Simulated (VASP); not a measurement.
# Ge in VASP: notebook

The runs below take Ge through single point, with PBEsol.

Everything below comes from runs of VASP 6.6.1. Logs are shortened: lines on timing, memory, paths and dates and some standing lists are left out, and cuts for length are marked.

### 1 The cell of the first run

It takes space group I4_1/amd (No. 141, tetragonal). Conventional cell: a = 5.149 Å, b = 5.149 Å, c = 2.795 Å, α = 90.00°, β = 90.00°, γ = 90.00°. Within 3.5 Å of Ge (site symmetry -4m2) lie 10 Ge at 2.67 to 3.32 Å.

### 2 Single point, PBEsol

INCAR

```
SYSTEM = Ge
ALGO = Normal
EDIFF = 1E-6
ENCUT = 520
GGA = PS
ISIF = 2
ISMEAR = 1
LASPH = .TRUE.
LCHARG = .FALSE.
LREAL = .FALSE.
LWAVE = .FALSE.
NBANDS = 21
NELM = 60
PREC = Accurate
SIGMA = 0.05
```

KPOINTS

```
k-points
0
G
  14 14 14
  0 0 0
```

POSCAR

```
Ge
1.0
   -2.5744897200      2.5744897200      1.3974126400
    2.5744897200     -2.5744897200      1.3974126400
    2.5744897200      2.5744897200     -1.3974126400
Ge
2
Direct
    0.2500000000      0.7500000000      0.5000000000
    0.5000000000      0.5000000000      0.0000000000
```

Potentials or basis: VASP PAW PBE potentials, release 64 (Ge_d).

On the command line:

```
> cat potpaw_PBE.64/Ge_d/POTCAR > POTCAR
> mpirun -np 1 vasp_std > vasp.out
```

OUTCAR:

```text
SYSTEM = Ge
   EDIFF = 1E-6
   ENCUT = 520
   GGA = PS
   ISIF = 2
   ISMEAR = 1
   LASPH = .TRUE.
   LREAL = .FALSE.
   NELM = 60
   PREC = Accurate

 ion  position               nearest neighbor table
   1  0.250  0.750  0.500-   2 2.67   2 2.67   2 2.67   2 2.67
   2  0.500  0.500  0.000-   1 2.67   1 2.67   1 2.67   1 2.67

  LATTYP: Found a body centered tetragonal cell.
 ALAT       =     5.1489794400
 C/A-ratio  =     0.5427920839

  Lattice vectors:

 A1 = (  -2.5744897200,   2.5744897200,   1.3974126400)
 A2 = (   2.5744897200,  -2.5744897200,   1.3974126400)
 A3 = (   2.5744897200,   2.5744897200,  -1.3974126400)

Analysis of symmetry for initial positions (statically):
=====================================================================
 Subroutine PRICEL returns:
 Original cell was already a primitive cell.

 Routine SETGRP: Setting up the symmetry group for a
 body centered tetragonal supercell.

 Subroutine GETGRP returns: Found 16 space group operations
 (whereof  8 operations were pure point group operations)
 out of a pool of 16 trial point group operations.

The static configuration has the point symmetry D_2d.
 The point group associated with its full space group is D_4h.

Analysis of symmetry for dynamics (positions and initial velocities):
=====================================================================
 Subroutine PRICEL returns:
 Original cell was already a primitive cell.

 Routine SETGRP: Setting up the symmetry group for a
 body centered tetragonal supercell.

 Subroutine GETGRP returns: Found 16 space group operations
 (whereof  8 operations were pure point group operations)
 out of a pool of 16 trial point group operations.

The dynamic configuration has the point symmetry D_2d.
 The point group associated with its full space group is D_4h.

 Subroutine INISYM returns: Found 16 space group operations
 (whereof  8 operations are pure point group operations),
 and found     1 'primitive' translations

----------------------------------------------------------------------------------------

                                     Primitive cell

  volume of cell :      37.0482

  direct lattice vectors                    reciprocal lattice vectors
    -2.574489720  2.574489720  1.397412640     0.000000000  0.194213244  0.357804120
     2.574489720 -2.574489720  1.397412640     0.194213244  0.000000000  0.357804120
     2.574489720  2.574489720 -1.397412640     0.194213244  0.194213244  0.000000000

  length of vectors
     3.899840602  3.899840602  3.899840602     0.407114938  0.407114938  0.274659004

  position of ions in fractional coordinates (direct lattice)
     0.250000000  0.750000000  0.500000000
     0.500000000  0.500000000  0.000000000

  ion indices of the primitive-cell ions
   primitive index   ion index
                 1           1
                 2           2

----------------------------------------------------------------------------------------

 KPOINTS: k-points

Automatic generation of k-mesh.
 Grid dimensions read from file:
 generate k-points for:   14   14   14

 Generating k-lattice:

  Cartesian coordinates                     Fractional coordinates (reciprocal lattice)
     0.000000000  0.013872375  0.025557437     0.071428571  0.000000000  0.000000000
     0.013872375  0.000000000  0.025557437     0.000000000  0.071428571  0.000000000
     0.013872375  0.013872375  0.000000000     0.000000000  0.000000000  0.071428571

  Length of vectors
     0.029079638  0.029079638  0.019618500

  Shift w.r.t. Gamma in fractional coordinates (k-lattice)
     0.000000000  0.000000000  0.000000000

 Subroutine IBZKPT returns following result:
 ===========================================

 Found    244 irreducible k-points:

 Following reciprocal coordinates:
            Coordinates               Weight
  0.000000  0.000000  0.000000      1.000000
  0.071429 -0.000000  0.000000      8.000000
  0.142857 -0.000000  0.000000      8.000000
  0.214286  0.000000 -0.000000      8.000000
  0.285714 -0.000000  0.000000      8.000000
  0.357143 -0.000000  0.000000      8.000000
[... 16 lines left out ...]
  0.214286  0.142857  0.000000     16.000000
  0.285714  0.142857  0.000000     16.000000
 [... further k-points ...]
   k-points           NKPTS =    244   k-points in BZ     NKDIM =    244   number of bands    NBANDS=     21
   number of dos      NEDOS =    301   number of ions     NIONS =      2
   total plane-waves  NPLWV =  27000
   dimension x,y,z NGX =    30 NGY =   30 NGZ =   30
   dimension x,y,z NGXF=    60 NGYF=   60 NGZF=   60
   ions per type =               2
   NGX,Y,Z   is equivalent  to a cutoff of  12.79, 12.79, 12.79 a.u.
   NGXF,Y,Z  is equivalent  to a cutoff of  25.58, 25.58, 25.58 a.u.
 SYSTEM =  Ge
   PREC   = accura    normal or accurate (medium, high low for compatibility)
   ISTART =      0    job   : 0-new  1-cont  2-samecut
   ICHARG =      2    charge: 1-file 2-atom 10-const
   ISPIN  =      1    spin polarized calculation?
   LNONCOLLINEAR =      F non collinear calculations
   LSORBIT =      F    spin-orbit coupling
   LASPH  =      T    aspherical Exc in radial PAW
   ENCUT  =  520.0 eV  38.22 Ry    6.18 a.u.   7.25  7.25  7.25*2*pi/ulx,y,z
   NELM   =     60;   NELMIN=  2; NELMDL= -5     # of ELM steps
   EDIFF  = 0.1E-05   stopping-criterion for ELM
   LREAL  =      F    real-space projection
   EDIFFG = 0.1E-04   stopping-criterion for IOM
   NSW    =      0    number of steps for IOM
   IBRION =     -1    ionic relax: 0-MD 1-quasi-New 2-CG
   NFREE  =      0    steps in history (QN), initial steepest desc. (CG)
   ISIF   =      2    stress and relaxation
   ISYM   =      2    0-nonsym 1-usesym 2-fastsym
   POTIM  = 0.5000    time-step for ionic-motion
   TEBEG  =    0.0;   TEEND  =   0.0 temperature during run
   PSTRESS=    0.0 pullay stress
   NELECT =      28.0000    total number of electrons
   NUPDOWN=      -1.0000    fix difference up-down
   EMIN   =  10.00;   EMAX   =-10.00  energy-range for DOS
   EFERMI =   0.00;   METHOD = LEGACY
   ISMEAR =     1;   SIGMA  =   0.05  broadening in eV -4-tet -1-fermi 0-gaus
   EFERMI_NEDOS =   21; number of points for ismear=-14 and -15
   IALGO  =     38    algorithm
   IMIX   =      4    mixing-type and parameters
     AMIX     =   0.40;   BMIX     =  1.00
     AMIX_MAG =   1.60;   BMIX_MAG =  1.00
  volume/ion in A,a.u.               =      18.52       125.01
  Fermi-wavevector in a.u.,A,eV,Ry     =   1.491209  2.817976 30.255333  2.223704
  Thomas-Fermi vector in A             =   2.603893
   LORBIT       =      0    0 simple, 1 ext, 2 COOP (PROOUT), +10 PAW based schemes
   GGA     = PS    functional components
   LHFCALC =     F    Hartree Fock is set to
   AEXX    =    0.0000 exact exchange contribution
   IVDW    =     0    specifies the selected vdW correction
   LEPSILON=     F    determine dielectric tensor
   LRPA    =     F    only Hartree local field effects (RPA)
 non-spin polarized calculation
 Methfessel and Paxton  Order N= 1 SIGMA  =   0.05
  energy-cutoff  :      520.00
  volume of cell :       37.05
 maximum number of plane-waves:      1015
 NGX is ok and might be reduce to    30
   NGX = 15   NGY = 15   NGZ = 15

 number of electron      28.0000028 magnetization

 Free energy of the ion-electron system (eV)
  ---------------------------------------------------
  ext. energy  EPLUGINS =         0.00000000
  ---------------------------------------------------
  free energy    TOTEN  =        -9.52974881 eV

  energy without entropy =       -9.52970080  energy(sigma->0) =       -9.52973281

 E-fermi :   6.6384     XC(G=0): -11.4698

 val. band max:        6.6378567743   @ k =   0.3571  -0.0000   0.0000
 cond. band min:       6.6529178055   @ k =  -0.2143  -0.4286   0.0714
 fundamental gap:      0.0150610312
 Fermi energy:         6.6383859517

 k-point     1 :       0.0000    0.0000    0.0000
  band No.  band energies     occupation
      1     -18.0173      2.00000
      2     -17.9706      2.00000
      3     -17.9416      2.00000
      4     -17.9383      2.00000
      5     -17.8324      2.00000
      6     -17.8324      2.00000
[... 13 lines left out ...]
     20      18.2210      0.00000
     21      19.1987      0.00000

 k-point     2 :       0.0714   -0.0000    0.0000
  band No.  band energies     occupation
      1     -18.0153      2.00000
      2     -17.9637      2.00000
      3     -17.9389      2.00000
      4     -17.9298      2.00000
      5     -17.8382      2.00000
      6     -17.8375      2.00000
[... 13 lines left out ...]
     20      18.2611      0.00000
     21      19.2510      0.00000

 k-point     3 :       0.1429   -0.0000    0.0000
  band No.  band energies     occupation
      1     -18.0091      2.00000
      2     -17.9451      2.00000
      3     -17.9314      2.00000
      4     -17.9086      2.00000
      5     -17.8506      2.00000
      6     -17.8446      2.00000
[... 13 lines left out ...]
     20      17.1919      0.00000
     21      17.7038      0.00000

 k-point     4 :       0.2143    0.0000   -0.0000
  band No.  band energies     occupation
      1     -17.9995      2.00000
      2     -17.9223      2.00000
      3     -17.9208      2.00000
      4     -17.8886      2.00000
      5     -17.8656      2.00000
      6     -17.8432      2.00000
[... 13 lines left out ...]
     20      15.9669      0.00000
     21      17.2682      0.00000

 k-point     5 :       0.2857   -0.0000    0.0000
  band No.  band energies     occupation
      1     -17.9890      2.00000
      2     -17.9116      2.00000
      3     -17.9076      2.00000
      4     -17.8882      2.00000
      5     -17.8776      2.00000
      6     -17.8479      2.00000
[... 13 lines left out ...]
     20      15.0812      0.00000
     21      17.7093      0.00000
[... 382 lines left out ...]
     20      18.6314      0.00000
     21      19.1839      0.00000

 k-point    22 :       0.1429    0.1429    0.0000
  band No.  band energies     occupation
      1     -17.9956      2.00000
      2     -17.9150      2.00000
      3     -17.9074      2.00000
      4     -17.8776      2.00000
      5     -17.8649      2.00000
      6     -17.8585      2.00000
[... 13 lines left out ...]
     20      15.5574      0.00000
     21      16.2019      0.00000

 k-point    23 :       0.2143    0.1429    0.0000
  band No.  band energies     occupation
      1     -17.9884      2.00000
      2     -17.9141      2.00000
      3     -17.9050      2.00000
      4     -17.8788      2.00000
      5     -17.8756      2.00000
      6     -17.8652      2.00000
[... 13 lines left out ...]
     20      15.2874      0.00000
     21      16.6359      0.00000

 k-point    24 :       0.2857    0.1429    0.0000
  band No.  band energies     occupation
      1     -17.9829      2.00000
      2     -17.9223      2.00000
      3     -17.8983      2.00000
      4     -17.8934      2.00000
      5     -17.8721      2.00000
      6     -17.8684      2.00000
[... 13 lines left out ...]
     20      16.1230      0.00000
     21      17.6149      0.00000

 [... further k-points ...]

------------------------ aborting loop because EDIFF is reached ----------------------------------------

  FORCE on cell =-STRESS in cart. coord.  units (eV):
  Direction    XX          YY          ZZ          XY          YZ          ZX
  --------------------------------------------------------------------------------------
  -------------------------------------------------------------------------------------
  Total       -0.3498016     -0.3498016      0.0879881      0.0000000      0.0000000      0.0000000
  in kB      -15.1274389    -15.1274389      3.8051124      0.0000000      0.0000000      0.0000000
  external PRESSURE =      -8.8165885 kB  Pullay stress =       0.0000000 kB

 VOLUME and BASIS-vectors are now :
 -----------------------------------------------------------------------------
  energy-cutoff  :      520.00
  volume of cell :       37.05
      direct lattice vectors                 reciprocal lattice vectors
    -2.574489720  2.574489720  1.397412640     0.000000000  0.194213244  0.357804120
     2.574489720 -2.574489720  1.397412640     0.194213244  0.000000000  0.357804120
     2.574489720  2.574489720 -1.397412640     0.194213244  0.194213244  0.000000000

 POSITION                                       TOTAL-FORCE (eV/Angst)
 -----------------------------------------------------------------------------------
      2.57449      0.00000      0.69871         0.000000      0.000000     -0.000000
      0.00000      0.00000      1.39741        -0.000000     -0.000000      0.000000
 -----------------------------------------------------------------------------------
    total drift:                                0.000000     -0.000000      0.000000

  FREE ENERGIE OF THE ION-ELECTRON SYSTEM (eV)
  ---------------------------------------------------
  free  energy   TOTEN  =        -9.5297488101 eV

  energy  without entropy=       -9.5297007989  energy(sigma->0) =       -9.52973281
```

Wall time 87 s (1 thread of AMD EPYC 9R45 (Zen 5), shared host); peak memory 0.24 GiB.

What came out:

* Free energy: -9.5297 eV
* Pressure: -0.9 GPa
* Band gap on the k mesh: zero (bands 14 and 15 overlap by 4.95 eV)

Caveat: the PAW data sets were made with another functional, which shifts forces and pressure a little.

### 3 Single point, PBEsol

INCAR

```
SYSTEM = Ge
ALGO = Normal
EDIFF = 1E-6
ENCUT = 520
GGA = PS
ISIF = 2
ISMEAR = 1
LASPH = .True.
LCHARG = .True.
LELF = .True.
LREAL = .False.
LVHAR = .True.
LWAVE = .False.
NBANDS = 21
NELM = 100
PREC = Accurate
SIGMA = 0.05
```

KPOINTS

```
k-points
0
Gamma
  14 14 14
  0 0 0
```

POSCAR: that of step 2 with these lines changed.

```diff
@@ -8,3 +8,3 @@
 Direct
-    0.2500000000      0.7500000000      0.5000000000
+    0.2321097940      0.7321097940      0.5000000000
     0.5000000000      0.5000000000      0.0000000000
```

Potentials or basis: VASP PAW PBE potentials, release 64 (Ge_d).

On the command line:

```
> cat potpaw_PBE.64/Ge_d/POTCAR > POTCAR
> mpirun -np 1 vasp_std > vasp.out
```

It took 2.5 min on 1 thread of AMD EPYC 9R45 (Zen 5), shared host; peak memory 0.34 GiB.

Results (log left out):

- Free energy: -9.5291 eV
- Pressure: -0.9 GPa
- Largest force: 0.027 eV/Å
- Band gap on the k mesh: zero (bands 14 and 15 overlap by 5.00 eV)

Forces on the atoms (eV/Å):
```
Ge   0.000  0.000  0.027
Ge   0.000  0.000 -0.027
```

Stress tensor (GPa, compression positive):
```
-2.15  0.00  0.00
 0.00 -0.84  0.00
 0.00  0.00  0.40
```

Levels at points of the mesh, in eV from the Fermi level:
```csv
k point,band 10,band 11,band 12,band 13,band 14,band 15,band 16,band 17,band 18,band 19
"(0.00, 0.00, 0.00)",-24.33,-13.29,-4.04,-2.34,-2.29,3.27,7.55,7.68,8.18,8.38
"(0.50, 0.00, 0.00)",-24.38,-7.99,-6.45,-2.56,-1.99,-1.23,2.35,3.63,5.44,8.94
"(0.50, 0.00, 0.50)",-24.36,-8.05,-6.29,-2.67,-1.99,-1.41,2.62,3.55,5.63,8.69
"(0.50, 0.50, 0.00)",-24.41,-10.55,-10.55,0.64,0.64,1.93,1.93,7.55,7.55,11.45
"(0.50, 0.50, 0.50)",-24.45,-8.87,-8.84,-5.91,-5.89,6.00,6.38,10.98,11.09,15.20
```

Caveat: the PAW data sets were made with another functional, which shifts forces and pressure a little.

### 4 Single point, PBEsol

INCAR

```
SYSTEM = Ge
ALGO = Normal
EDIFF = 1E-6
ENCUT = 520
GGA = PS
ISIF = 2
ISMEAR = 1
LASPH = .True.
LCHARG = .False.
LREAL = .False.
LWAVE = .False.
NBANDS = 21
NELM = 60
PREC = Accurate
SIGMA = 0.05
```

KPOINTS is that of step 3.

POSCAR: that of step 3 with these lines changed.

```diff
@@ -8,3 +8,3 @@
 Direct
-    0.2321097940      0.7321097940      0.5000000000
+    0.2410548970      0.7410548970      0.5000000000
     0.5000000000      0.5000000000      0.0000000000
```

On the command line:

```
> cat potpaw_PBE.64/Ge_d/POTCAR > POTCAR
> mpirun -np 1 vasp_std > vasp.out
```

It took 2.5 min on 1 thread of AMD EPYC 9R45 (Zen 5), shared host; peak memory 0.34 GiB.

It converged, with:

```
Free energy            : -9.5296 eV
Pressure               : -0.9 GPa
Largest force          : 0.013 eV/Å
Band gap on the k mesh : zero (bands 14 and 15 overlap by 4.97 eV)
```

Forces in eV/Å, atoms in the order of the input:
```
Ge   0.000  0.000  0.013
Ge   0.000  0.000 -0.013
```

Stress tensor (GPa, compression positive):
```
-1.87  0.00  0.00
 0.00 -1.16  0.00
 0.00  0.00  0.39
```

Levels at points of the mesh, in eV from the Fermi level:
```
           k point  band 12  band 13  band 14  band 15  band 16  band 17
(0.00, 0.00, 0.00)    -4.05    -2.33    -2.31     3.26     7.58     7.64
(0.50, 0.00, 0.00)    -6.41    -2.59    -1.99    -1.28     2.41     3.60
(0.50, 0.00, 0.50)    -6.33    -2.64    -1.99    -1.37     2.55     3.56
(0.50, 0.50, 0.00)   -10.55     0.63     0.63     1.92     1.92     7.55
(0.50, 0.50, 0.50)    -8.85    -5.91    -5.90     6.09     6.28    11.01
```

Caveat: the PAW data sets were made with another functional, which shifts forces and pressure a little.

(Part 1 of 2 ends here.)
